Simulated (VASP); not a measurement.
# BaTe in VASP: notebook

The runs below take BaTe through single point, with PBE, RPBE, LDA.

Everything below comes from runs of VASP 6.6.1. Logs are shortened: lines on timing, memory, paths and dates and some standing lists are left out, and cuts for length are marked.

## (1) The cell of the first run

The typed cell holds 4 atoms: a = 5.889 Å, b = 5.889 Å, c = 4.164 Å, α = 90.00°, β = 90.00°, γ = 90.00°.

## (2) Single point, PBE (36.11 Å³/atom)

INCAR reads:

```
SYSTEM = BaTe
PREC = Accurate
ENCUT = 520
EDIFF = 1E-7
ISMEAR = 0
SIGMA = 0.05
LREAL = .FALSE.
LASPH = .TRUE.
NELM = 100
ALGO = Normal
ISIF = 2
LWAVE = .FALSE.
LCHARG = .TRUE.
GGA = PE
LELF = .TRUE.
LVHAR = .TRUE.
NBANDS = 24
```

KPOINTS reads:

```
Automatic mesh
0
G
  6 6 8
  0 0 0
```

POSCAR reads:

```
BaTe
1.0
    5.8893328586      0.0000000000      0.0000000000
    0.0000000000      5.8893328586      0.0000000000
    0.0000000000      0.0000000000      4.1643581052
Ba Te
2 2
Direct
    0.5000000000      0.0000000000      0.4999515426
    0.0000000000      0.5000000000      0.5000484574
    0.0000000000      0.0000000000      0.0000000000
    0.5000000000      0.5000000000      0.0000000000
```

Potentials or basis: VASP PAW PBE potentials, release 64 (Ba_sv, Te).

The run is started by

```
> cat potpaw_PBE.64/Ba_sv/POTCAR potpaw_PBE.64/Te/POTCAR > POTCAR
> mpirun -np 1 vasp_std > vasp.out
```

OUTCAR:

```text
SYSTEM = BaTe
   PREC = Accurate
   ENCUT = 520
   EDIFF = 1E-7
   ISMEAR = 0
   LREAL = .FALSE.
   LASPH = .TRUE.
   NELM = 100
   ISIF = 2
   GGA = PE

 ion  position               nearest neighbor table
   1  0.500  0.000  0.500-   3 3.61   4 3.61   4 3.61   3 3.61   4 3.61   3 3.61   3 3.61   4 3.61
                             2 4.16   2 4.16   2 4.16   2 4.16
   2  0.000  0.500  0.500-   3 3.61   4 3.61   3 3.61   4 3.61   3 3.61   3 3.61   4 3.61   4 3.61
                             1 4.16   1 4.16   1 4.16   1 4.16
   3  0.000  0.000  0.000-   1 3.61   2 3.61   2 3.61   1 3.61   2 3.61   2 3.61   1 3.61   1 3.61

   4  0.500  0.500  0.000-   1 3.61   2 3.61   1 3.61   2 3.61   2 3.61   1 3.61   2 3.61   1 3.61

  LATTYP: Found a simple tetragonal cell.
 ALAT       =     5.8893328586
 C/A-ratio  =     0.7071018408

  Lattice vectors:

 A1 = (   5.8893328586,   0.0000000000,   0.0000000000)
 A2 = (   0.0000000000,   5.8893328586,   0.0000000000)
 A3 = (   0.0000000000,   0.0000000000,   4.1643581052)

Analysis of symmetry for initial positions (statically):
=====================================================================
 Subroutine PRICEL returns:
 Original cell was already a primitive cell.

 Routine SETGRP: Setting up the symmetry group for a
 simple tetragonal supercell.

 Subroutine GETGRP returns: Found 16 space group operations
 (whereof  8 operations were pure point group operations)
 out of a pool of 16 trial point group operations.

The static configuration has the point symmetry D_2d.
 The point group associated with its full space group is D_4h.

Analysis of symmetry for dynamics (positions and initial velocities):
=====================================================================
 Subroutine PRICEL returns:
 Original cell was already a primitive cell.

 Routine SETGRP: Setting up the symmetry group for a
 simple tetragonal supercell.

 Subroutine GETGRP returns: Found 16 space group operations
 (whereof  8 operations were pure point group operations)
 out of a pool of 16 trial point group operations.

The dynamic configuration has the point symmetry D_2d.
 The point group associated with its full space group is D_4h.

 Subroutine INISYM returns: Found 16 space group operations
 (whereof  8 operations are pure point group operations),
 and found     1 'primitive' translations

----------------------------------------------------------------------------------------

                                     Primitive cell

  volume of cell :     144.4376

  direct lattice vectors                    reciprocal lattice vectors
     5.889332859  0.000000000  0.000000000     0.169798519  0.000000000  0.000000000
     0.000000000  5.889332859  0.000000000     0.000000000  0.169798519  0.000000000
     0.000000000  0.000000000  4.164358105     0.000000000  0.000000000  0.240133047

  length of vectors
     5.889332859  5.889332859  4.164358105     0.169798519  0.169798519  0.240133047

  position of ions in fractional coordinates (direct lattice)
     0.500000000  0.000000000  0.499951543
     0.000000000  0.500000000  0.500048457
     0.000000000  0.000000000  0.000000000
     0.500000000  0.500000000  0.000000000

  ion indices of the primitive-cell ions
   primitive index   ion index
                 1           1
                 2           2
                 3           3
                 4           4

----------------------------------------------------------------------------------------

 KPOINTS: Automatic mesh

Automatic generation of k-mesh.
 Grid dimensions read from file:
 generate k-points for:    6    6    8

 Generating k-lattice:

  Cartesian coordinates                     Fractional coordinates (reciprocal lattice)
     0.028299753  0.000000000  0.000000000     0.166666667  0.000000000  0.000000000
     0.000000000  0.028299753  0.000000000     0.000000000  0.166666667  0.000000000
     0.000000000  0.000000000  0.030016631     0.000000000  0.000000000  0.125000000

  Length of vectors
     0.028299753  0.028299753  0.030016631

  Shift w.r.t. Gamma in fractional coordinates (k-lattice)
     0.000000000  0.000000000  0.000000000

 Subroutine IBZKPT returns following result:
 ===========================================

 Found     50 irreducible k-points:

 Following reciprocal coordinates:
            Coordinates               Weight
  0.000000  0.000000  0.000000      1.000000
  0.166667  0.000000  0.000000      4.000000
  0.333333  0.000000  0.000000      4.000000
  0.500000  0.000000  0.000000      2.000000
  0.166667  0.166667  0.000000      4.000000
  0.333333  0.166667  0.000000      8.000000
[... 16 lines left out ...]
  0.333333  0.000000  0.250000      8.000000
  0.500000  0.000000  0.250000      4.000000
 [... further k-points ...]
   k-points           NKPTS =     50   k-points in BZ     NKDIM =     50   number of bands    NBANDS=     24
   number of dos      NEDOS =    301   number of ions     NIONS =      4
   total plane-waves  NPLWV =  73728
   dimension x,y,z NGX =    48 NGY =   48 NGZ =   32
   dimension x,y,z NGXF=    96 NGYF=   96 NGZF=   64
   ions per type =               2   2
   NGX,Y,Z   is equivalent  to a cutoff of  13.55, 13.55, 12.77 a.u.
   NGXF,Y,Z  is equivalent  to a cutoff of  27.10, 27.10, 25.55 a.u.
 SYSTEM =  BaTe
   PREC   = accura    normal or accurate (medium, high low for compatibility)
   ISTART =      0    job   : 0-new  1-cont  2-samecut
   ICHARG =      2    charge: 1-file 2-atom 10-const
   ISPIN  =      1    spin polarized calculation?
   LNONCOLLINEAR =      F non collinear calculations
   LSORBIT =      F    spin-orbit coupling
   LASPH  =      T    aspherical Exc in radial PAW
   ENCUT  =  520.0 eV  38.22 Ry    6.18 a.u.  10.95 10.95  7.74*2*pi/ulx,y,z
   NELM   =    100;   NELMIN=  2; NELMDL= -5     # of ELM steps
   EDIFF  = 0.1E-06   stopping-criterion for ELM
   LREAL  =      F    real-space projection
   EDIFFG = 0.1E-05   stopping-criterion for IOM
   NSW    =      0    number of steps for IOM
   IBRION =     -1    ionic relax: 0-MD 1-quasi-New 2-CG
   NFREE  =      0    steps in history (QN), initial steepest desc. (CG)
   ISIF   =      2    stress and relaxation
   ISYM   =      2    0-nonsym 1-usesym 2-fastsym
   POTIM  = 0.5000    time-step for ionic-motion
   TEBEG  =    0.0;   TEEND  =   0.0 temperature during run
   PSTRESS=    0.0 pullay stress
   NELECT =      32.0000    total number of electrons
   NUPDOWN=      -1.0000    fix difference up-down
   EMIN   =  10.00;   EMAX   =-10.00  energy-range for DOS
   EFERMI =   0.00;   METHOD = LEGACY
   ISMEAR =     0;   SIGMA  =   0.05  broadening in eV -4-tet -1-fermi 0-gaus
   EFERMI_NEDOS =   21; number of points for ismear=-14 and -15
   IALGO  =     38    algorithm
   IMIX   =      4    mixing-type and parameters
     AMIX     =   0.40;   BMIX     =  1.00
     AMIX_MAG =   1.60;   BMIX_MAG =  1.00
  volume/ion in A,a.u.               =      36.11       243.68
  Fermi-wavevector in a.u.,A,eV,Ry     =   0.990599  1.871961 13.351223  0.981287
  Thomas-Fermi vector in A             =   2.122281
   LORBIT       =      0    0 simple, 1 ext, 2 COOP (PROOUT), +10 PAW based schemes
   GGA     = PE    functional components
   LHFCALC =     F    Hartree Fock is set to
   AEXX    =    0.0000 exact exchange contribution
   IVDW    =     0    specifies the selected vdW correction
   LEPSILON=     F    determine dielectric tensor
   LRPA    =     F    only Hartree local field effects (RPA)
 non-spin polarized calculation
 Gauss-broadening in eV      SIGMA  =   0.05
  energy-cutoff  :      520.00
  volume of cell :      144.44
 maximum number of plane-waves:      3920
 NGX is ok and might be reduce to    48
   NGX = 21   NGY = 21   NGZ = 15

 number of electron      32.0000000 magnetization

 Free energy of the ion-electron system (eV)
  ---------------------------------------------------
  ext. energy  EPLUGINS =         0.00000000
  ---------------------------------------------------
  free energy    TOTEN  =       -16.50501791 eV

  energy without entropy =      -16.50501791  energy(sigma->0) =      -16.50501791

 E-fermi :   4.5981     XC(G=0):  -9.0767

 val. band max:        4.3564993042   @ k =   0.0000   0.0000   0.0000
 cond. band min:       4.9701104850   @ k =   0.0000   0.0000   0.0000
 fundamental gap:      0.6136111807
 Fermi energy:         4.5981157105

 k-point     1 :       0.0000    0.0000    0.0000
  band No.  band energies     occupation
      1     -23.6657      2.00000
      2     -23.5963      2.00000
      3      -9.1307      2.00000
      4      -9.1307      2.00000
      5      -8.6917      2.00000
      6      -8.6917      2.00000
[... 16 lines left out ...]
     23       7.2577      0.00000
     24       9.0470      0.00000

 k-point     2 :       0.1667    0.0000    0.0000
  band No.  band energies     occupation
      1     -23.6610      2.00000
      2     -23.6008      2.00000
      3      -9.1357      2.00000
      4      -9.1028      2.00000
      5      -8.7686      2.00000
      6      -8.7227      2.00000
[... 16 lines left out ...]
     23       7.7052      0.00000
     24       8.8667      0.00000

 k-point     3 :       0.3333    0.0000    0.0000
  band No.  band energies     occupation
      1     -23.6481      2.00000
      2     -23.6133      2.00000
      3      -9.1269      2.00000
      4      -9.0256      2.00000
      5      -8.9276      2.00000
      6      -8.8063      2.00000
[... 16 lines left out ...]
     23       8.4457      0.00000
     24       8.7401      0.00000
[... 514 lines left out ...]
 k-point    23 :       0.3333    0.0000    0.2500
  band No.  band energies     occupation
      1     -23.6308      2.00000
      2     -23.5971      2.00000
      3      -9.0495      2.00000
      4      -9.0278      2.00000
      5      -8.9770      2.00000
      6      -8.8484      2.00000
[... 16 lines left out ...]
     23       8.9584      0.00000
     24       9.1872      0.00000

 k-point    24 :       0.5000    0.0000    0.2500
  band No.  band energies     occupation
      1     -23.6138      2.00000
      2     -23.6138      2.00000
      3      -9.0108      2.00000
      4      -9.0108      2.00000
      5      -8.8740      2.00000
      6      -8.8740      2.00000
[... 16 lines left out ...]
     23       9.3801      0.00000
     24       9.3802      0.00000

 [... further k-points ...]
[... 5 lines left out ...]
  --------------------------------------------------------------------------------------
  -------------------------------------------------------------------------------------
  Total        2.3544728      2.3544728      2.3682003      0.0000000      0.0000000      0.0000000
  in kB       26.1170424     26.1170424     26.2693146      0.0000000      0.0000000      0.0000000
  external PRESSURE =      26.1677998 kB  Pullay stress =       0.0000000 kB

 VOLUME and BASIS-vectors are now :
 -----------------------------------------------------------------------------
  energy-cutoff  :      520.00
  volume of cell :      144.44
      direct lattice vectors                 reciprocal lattice vectors
     5.889332859  0.000000000  0.000000000     0.169798519  0.000000000  0.000000000
     0.000000000  5.889332859  0.000000000     0.000000000  0.169798519  0.000000000
     0.000000000  0.000000000  4.164358105     0.000000000  0.000000000  0.240133047

 POSITION                                       TOTAL-FORCE (eV/Angst)
 -----------------------------------------------------------------------------------
      2.94467      0.00000      2.08198        -0.000000      0.000000      0.000111
      0.00000      2.94467      2.08238         0.000000      0.000000     -0.000111
      0.00000      0.00000      0.00000         0.000000     -0.000000      0.000000
      2.94467      2.94467      0.00000         0.000000      0.000000      0.000000
 -----------------------------------------------------------------------------------
    total drift:                               -0.000000      0.000000      0.000000

  FREE ENERGIE OF THE ION-ELECTRON SYSTEM (eV)
  ---------------------------------------------------
  free  energy   TOTEN  =       -16.5050179119 eV

  energy  without entropy=      -16.5050179119  energy(sigma->0) =      -16.50501791
```

Wall time 3.6 min (1 thread of AMD EPYC 7R43 (Zen 3), shared host); peak memory 0.32 GiB.

Results:

```yaml
Free_energy: -16.5050 eV
Pressure: 2.6 GPa
Band_gap_on_the_k_mesh: 0.61 eV
```

Caveat: semilocal functionals underestimate gaps, and a narrow one can read as zero; spin-orbit coupling is left out, which moves the levels of the heavy elements. A k mesh can miss the band edges.

## (3) Single point, PBE (36.68 Å³/atom)

This run uses another cell than the first one, of 36.68 Å³/atom.

INCAR reads:

```
SYSTEM = BaTe
ALGO = Normal
EDIFF = 1E-6
ENCUT = 520
GGA = PE
ISIF = 2
ISMEAR = 0
LASPH = .TRUE.
LCHARG = .FALSE.
LREAL = .FALSE.
LWAVE = .FALSE.
NBANDS = 24
NELM = 80
PREC = Accurate
SIGMA = 0.05
```

KPOINTS reads:

```
k-points
0
G
  6 6 8
  0 0 0
```

POSCAR reads:

```
BaTe
1.0
    5.9203299183      0.0000000000      0.0000000000
    0.0000000000      5.9203299183      0.0000000000
    0.0000000000      0.0000000000      4.1862761832
Ba Te
2 2
Direct
    0.5000000000      0.0000000000      0.4999515426
    0.0000000000      0.5000000000      0.5000484574
    0.0000000000      0.0000000000      0.0000000000
    0.5000000000      0.5000000000      0.0000000000
```

Potentials or basis: VASP PAW PBE potentials, release 64 (Ba_sv, Te).

The run is started by

```
> cat potpaw_PBE.64/Ba_sv/POTCAR potpaw_PBE.64/Te/POTCAR > POTCAR
> mpirun -np 1 vasp_std > vasp.out
```

Wall time 3.4 min (1 thread of AMD EPYC 7R43 (Zen 3), shared host); peak memory 0.32 GiB.

Results (log left out):

```yaml
Free_energy: -16.5378 eV
Pressure: 2.0 GPa
Band_gap_on_the_k_mesh: 0.66 eV
```

Levels at points of the mesh, in eV from the valence-band top:
| k point | band 13 | band 14 | band 15 | band 16 | band 17 | band 18 | band 19 | band 20 |
| --- | --- | --- | --- | --- | --- | --- | --- | --- |
| (0.00, 0.00, 0.00) | -0.38 | -0.38 | -0.38 | 0.00 | 0.66 | 0.66 | 0.94 | 2.58 |
| (0.50, 0.00, 0.00) | -1.63 | -1.63 | -0.60 | -0.60 | 1.73 | 1.73 | 3.19 | 3.19 |
| (0.50, 0.50, 0.00) | -0.95 | -0.95 | -0.95 | -0.95 | 1.51 | 1.51 | 4.77 | 4.77 |
| (0.00, 0.00, 0.50) | -3.12 | -3.12 | -0.95 | -0.95 | 1.51 | 4.77 | 4.93 | 4.93 |
| (0.50, 0.00, 0.50) | -2.27 | -2.27 | -1.26 | -1.26 | 2.55 | 2.55 | 2.67 | 2.67 |
| (0.50, 0.50, 0.50) | -2.13 | -2.13 | 0.00 | 0.00 | 0.94 | 0.94 | 2.58 | 2.58 |

Caveat: semilocal functionals underestimate gaps, and a narrow one can read as zero; spin-orbit coupling is left out, which moves the levels of the heavy elements. A k mesh can miss the band edges.

(Part 1 of 3 ends here.)
